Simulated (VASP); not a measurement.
# TiO (P-62m) in VASP: a series of runs, part 2 of 2

VASP 6.6.1. The steps go on from the part before.

### Step 3. Single point, PBEsol

File INCAR:

```
  PREC = Accurate
  ENCUT = 520
  EDIFF = 1E-7
  ISMEAR = 0
  SIGMA = 0.1
  LREAL = False
  LASPH = True
  NELM = 80
  ALGO = Normal
  ISIF = 2
  LWAVE = False
  LCHARG = False
  GGA = PS
  NBANDS = 36
```

File KPOINTS:

```
regular mesh
0
Gamma
  6 6 6
```

File POSCAR:

```
TiO
1.0
    4.9890877720      0.0000000000      0.0000000000
   -2.4945438860      4.3206767523      0.0000000000
    0.0000000000      0.0000000000      2.8733134400
Ti O
3 3
Direct
    0.6666666667      0.3333333333      0.5000000000
    0.3333333333      0.6666666667      0.5000000000
    0.0000000000      0.0000000000      0.0000000000
    0.6055592400      0.6055592400      0.0000000000
    0.3944407600      0.0000000000      0.0000000000
    0.0000000000      0.3944407600      0.0000000000
```

Potentials or basis: VASP PAW PBE potentials, release 64 (Ti_sv, O).

Launch:

```sh
cat potpaw_PBE.64/Ti_sv/POTCAR potpaw_PBE.64/O/POTCAR > POTCAR
mpirun -np 1 vasp_std > vasp.out
```

OUTCAR:

```text
PREC = Accurate
   ENCUT = 520
   EDIFF = 1E-7
   ISMEAR = 0
   LREAL = False
   LASPH = True
   NELM = 80
   ISIF = 2
   GGA = PS

 ion  position               nearest neighbor table
   1  0.667  0.333  0.500-   6 2.10   6 2.10   5 2.10   5 2.10   4 2.10   4 2.10   2 2.88   2 2.88
                             2 2.88
   2  0.333  0.667  0.500-   5 2.10   5 2.10   6 2.10   6 2.10   4 2.10   4 2.10   1 2.88   1 2.88
                             1 2.88
   3  0.000  0.000  0.000-   5 1.97   4 1.97   6 1.97
   4  0.606  0.606  0.000-   3 1.97   2 2.10   2 2.10   1 2.10   1 2.10
   5  0.394  0.000  0.000-   3 1.97   2 2.10   2 2.10   1 2.10   1 2.10
   6  0.000  0.394  0.000-   3 1.97   1 2.10   1 2.10   2 2.10   2 2.10

  LATTYP: Found a hexagonal cell.
 ALAT       =     4.9890877720
 C/A-ratio  =     0.5759196012

  Lattice vectors:

 A1 = (   4.9890877720,   0.0000000000,   0.0000000000)
 A2 = (  -2.4945438860,   4.3206767523,   0.0000000000)
 A3 = (   0.0000000000,   0.0000000000,   2.8733134400)

Analysis of symmetry for initial positions (statically):
=====================================================================
 Subroutine PRICEL returns:
 Original cell was already a primitive cell.

 Routine SETGRP: Setting up the symmetry group for a
 hexagonal supercell.

 Subroutine GETGRP returns: Found 12 space group operations
 (whereof 12 operations were pure point group operations)
 out of a pool of 24 trial point group operations.

The static configuration has the point symmetry D_3h.

Analysis of symmetry for dynamics (positions and initial velocities):
=====================================================================
 Subroutine PRICEL returns:
 Original cell was already a primitive cell.

 Routine SETGRP: Setting up the symmetry group for a
[... 132 lines left out ...]
   IMIX   =      4    mixing-type and parameters
     AMIX     =   0.40;   BMIX     =  1.00
     AMIX_MAG =   1.60;   BMIX_MAG =  1.00
  volume/ion in A,a.u.               =      10.32        69.66
  Fermi-wavevector in a.u.,A,eV,Ry     =   1.563942  2.955423 33.278709  2.445916
  Thomas-Fermi vector in A             =   2.666639
   LORBIT       =      0    0 simple, 1 ext, 2 COOP (PROOUT), +10 PAW based schemes
   GGA     = PS    functional components
   LHFCALC =     F    Hartree Fock is set to
   AEXX    =    0.0000 exact exchange contribution
   IVDW    =     0    specifies the selected vdW correction
   LEPSILON=     F    determine dielectric tensor
   LRPA    =     F    only Hartree local field effects (RPA)
 non-spin polarized calculation
 Gauss-broadening in eV      SIGMA  =   0.10
  energy-cutoff  :      520.00
  volume of cell :       61.94
 maximum number of plane-waves:      1691
 NGX is ok and might be reduce to    40
   NGX = 19   NGY = 19   NGZ = 11

 number of electron      54.0000004 magnetization

 Free energy of the ion-electron system (eV)
  ---------------------------------------------------
  ext. energy  EPLUGINS =         0.00000000
  ---------------------------------------------------
  free energy    TOTEN  =       -56.84644516 eV

  energy without entropy =      -56.84269710  energy(sigma->0) =      -56.84457113

 E-fermi :  10.5425     XC(G=0): -12.6929

 val. band max:       10.3814160131   @ k =   0.1667   0.1667   0.5000
 cond. band min:      10.5951181751   @ k =   0.1667   0.0000   0.1667
 fundamental gap:      0.2137021619
 Fermi energy:        10.5425151653

 k-point     1 :       0.0000    0.0000    0.0000
  band No.  band energies     occupation
      1     -47.5112      2.00000
      2     -47.4297      2.00000
      3     -46.9639      2.00000
      4     -24.0787      2.00000
      5     -24.0787      2.00000
      6     -23.7824      2.00000
[... 925 lines left out ...]
     35      12.9181      0.00000
     36      13.1692      0.00000

 [... further k-points ...]

------------------------ aborting loop because EDIFF is reached ----------------------------------------

  FORCE on cell =-STRESS in cart. coord.  units (eV):
  Direction    XX          YY          ZZ          XY          YZ          ZX
  --------------------------------------------------------------------------------------
  -------------------------------------------------------------------------------------
  Total       -1.8031763     -1.8031763     -2.2416556      0.0000000     -0.0000000      0.0000000
  in kB      -46.6436837    -46.6436837    -57.9860518      0.0000000     -0.0000000      0.0000000
  external PRESSURE =     -50.4244731 kB  Pullay stress =       0.0000000 kB

 VOLUME and BASIS-vectors are now :
 -----------------------------------------------------------------------------
  energy-cutoff  :      520.00
  volume of cell :       61.94
      direct lattice vectors                 reciprocal lattice vectors
     4.989087772  0.000000000  0.000000000     0.200437444  0.115722612  0.000000000
    -2.494543886  4.320676752  0.000000000     0.000000000  0.231445224  0.000000000
     0.000000000  0.000000000  2.873313440     0.000000000  0.000000000  0.348030252

 POSITION                                       TOTAL-FORCE (eV/Angst)
 -----------------------------------------------------------------------------------
      2.49454      1.44023      1.43666        -0.000000     -0.000000      0.000000
     -0.00000      2.88045      1.43666        -0.000000     -0.000000      0.000000
      0.00000      0.00000      0.00000        -0.000000     -0.000000      0.000000
      1.51059      2.61643      0.00000         0.002723      0.004716      0.000000
      1.96790      0.00000      0.00000        -0.005445     -0.000000      0.000000
     -0.98395      1.70425      0.00000         0.002723     -0.004716      0.000000
 -----------------------------------------------------------------------------------
    total drift:                               -0.000001     -0.000002      0.000001

  FREE ENERGIE OF THE ION-ELECTRON SYSTEM (eV)
  ---------------------------------------------------
  free  energy   TOTEN  =       -56.8464451552 eV

  energy  without entropy=      -56.8426970989  energy(sigma->0) =      -56.84457113
```

stdout:

```text
POSCAR found type information on POSCAR TiO
 POSCAR found :  2 types and       6 ions
 scaLAPACK will be used
 -----------------------------------------------------------------------------
|                                                                             |
|                                                                             |
|     You enforced a specific xc type in the INCAR file but a different       |
|     I HOPE YOU KNOW WHAT YOU ARE DOING!                                     |
|                                                                             |
 -----------------------------------------------------------------------------

 LDA part: xc-table for (Slater+PW92), standard interpolation
 POSCAR, INCAR and KPOINTS ok, starting setup
 FFT: planning ... GRIDC
 FFT: planning ... GRID_SOFT
 FFT: planning ... GRID
 WAVECAR not read
 entering main loop
```

It took 58 s on 1 thread of Intel Xeon Platinum 8488C (Sapphire Rapids), shared host; peak memory 0.2 GiB.

Results:

| Item | Value |
| --- | --- |
| Free energy | -56.8464 eV |
| Pressure | -5.0 GPa |
| Largest force | 0.005 eV/Å |
| Band gap on the k mesh | zero (band 27 reaches 11.15 eV, above the bottom of band 28 at 9.73 eV) |

Forces in eV/Å, atoms in the order of the input:
```
Ti   0.000  0.000  0.000
Ti   0.000  0.000  0.000
Ti   0.000  0.000  0.000
O    0.003  0.005  0.000
O   -0.005  0.000  0.000
O    0.003 -0.005  0.000
```

Stress tensor (GPa, compression positive):
```
-4.66  0.00  0.00
 0.00 -4.66  0.00
 0.00  0.00 -5.80
```

Levels at points of the mesh, in eV from the Fermi level:
```tsv
k point	band 23	band 24	band 25	band 26	band 27	band 28	band 29	band 30	band 31	band 32
(0.00, 0.00, 0.00)	-5.83	-5.50	-3.40	-0.82	-0.81	-0.81	0.30	0.30	0.79	0.79
(0.50, 0.00, 0.00)	-5.98	-5.21	-2.48	-2.06	-1.77	0.37	0.90	1.11	1.37	1.38
(0.00, 0.00, 0.50)	-5.68	-5.68	-1.94	-1.94	0.60	1.03	1.03	1.18	1.18	1.83
(0.50, 0.00, 0.50)	-6.40	-5.35	-1.99	-1.41	-0.52	0.50	0.64	1.59	1.62	1.85
```

Caveat: the k points lie up to 0.36 Å⁻¹ apart; the PAW data sets were made with another functional, which shifts forces and pressure a little; semilocal functionals often make such compounds metallic where correlation or magnetic order opens a gap, which also shifts bond lengths.
